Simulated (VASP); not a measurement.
Wanted: the native input for a VASP 6.6.1 run.

```yaml
Task: single point
Functional: PBE
Potentials_or_basis: VASP PAW PBE potentials, release 64 (C, Si)
Cutoff: 520 eV
k_mesh: 20 × 20 × 20
Occupations: gaussian, width 0.05 eV
Spin: no spin polarisation
Dipole_correction: no
Further_INCAR_settings: ALGO = Normal; EDIFF = 1e-07; NBANDS = 11
```

The structure of SiC lies in POSCAR:

```
SiC
1.0
    0.0000000000      1.8831250214      1.8831250214
    1.8831250214      0.0000000000      1.8831250214
    1.8831250214      1.8831250214      0.0000000000
C Si
1 1
Direct
    0.0000000000      0.0000000000      0.0000000000
    0.5000000000      0.5000000000      0.5000000000
```

This cell differs from its parent crystal: volume scaled by 0.800.

These files were run (other wordings do the same):

INCAR

```
PREC = Accurate ; ENCUT = 520
EDIFF = 1E-7 ; ISMEAR = 0
SIGMA = 0.05 ; LREAL = False
LASPH = True ; NELM = 100
ALGO = Normal ; ISIF = 2
LWAVE = False ; LCHARG = False
GGA = PE ; NBANDS = 11
```

KPOINTS

```
Automatic mesh
0
Gamma
  20 20 20
```

Potentials or basis: VASP PAW PBE potentials, release 64 (C, Si).

Run with:

```console
$ cat potpaw_PBE.64/C/POTCAR potpaw_PBE.64/Si/POTCAR > POTCAR
$ mpirun -np 1 vasp_std > vasp.out
```

Results of the run:

The pressure is 89.5 GPa. The band gap on the k mesh is 0.66 eV, indirect (least direct gap 5.89 eV).

Run time: 15 s on 1 thread of Intel(R) Xeon(R) 6975P-C (Granite Rapids), with other jobs on the host, peak memory 0.15 GiB.
